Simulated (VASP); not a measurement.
Here is a VASP 6.6.1 calculation.

Contents of INCAR:

```
SYSTEM = Pb
AGGAC = 1.0
AGGAX = 1.0
ALDAC = 0.0
ALDAX = 1.0
ALGO = Normal
EDIFF = 1E-6
ENCUT = 520
GGA = B5
ISIF = 2
ISMEAR = -1
LASPH = .True.
LCHARG = .True.
LELF = .True.
LREAL = .False.
LVHAR = .True.
LWAVE = .False.
NBANDS = 36
NELM = 100
PREC = Accurate
SIGMA = 0.1
```

Contents of KPOINTS:

```
k-points
0
Gamma
  13 13 4
  0 0 0
```

File POSCAR:

```
Pb
1.0
    3.5819631739      0.0000000000      0.0000000000
   -1.7909815870      3.1020711040      0.0000000000
    0.0000000000      0.0000000000     11.5191361041
Pb
4
Direct
    1.0000000000      0.0000000000      0.0000000000
    1.0000000000      0.0000000000      0.5000000000
    0.3333333333      0.6666666667      0.2500000000
    0.6666666667      0.3333333333      0.7500000000
```

Potentials or basis: VASP PAW PBE potentials, release 64 (Pb_d).

Command:

```console
$ cat potpaw_PBE.64/Pb_d/POTCAR > POTCAR
$ mpirun -np 1 vasp_std > vasp.out
```

Q: Predict the pressure.

A: 3.3 GPa.

Q: What does it give for the band gap on the k mesh?

A: Zero (band 28 reaches 12.19 eV, above the bottom of band 29 at 5.70 eV).

Stress tensor (GPa, compression positive):
```
3.04 0.00 0.00
0.00 3.04 0.00
0.00 0.00 3.87
```

Caveat: the PAW data sets were made with another functional, which shifts forces and pressure a little; spin-orbit coupling is left out, which moves the levels of the heavy elements.
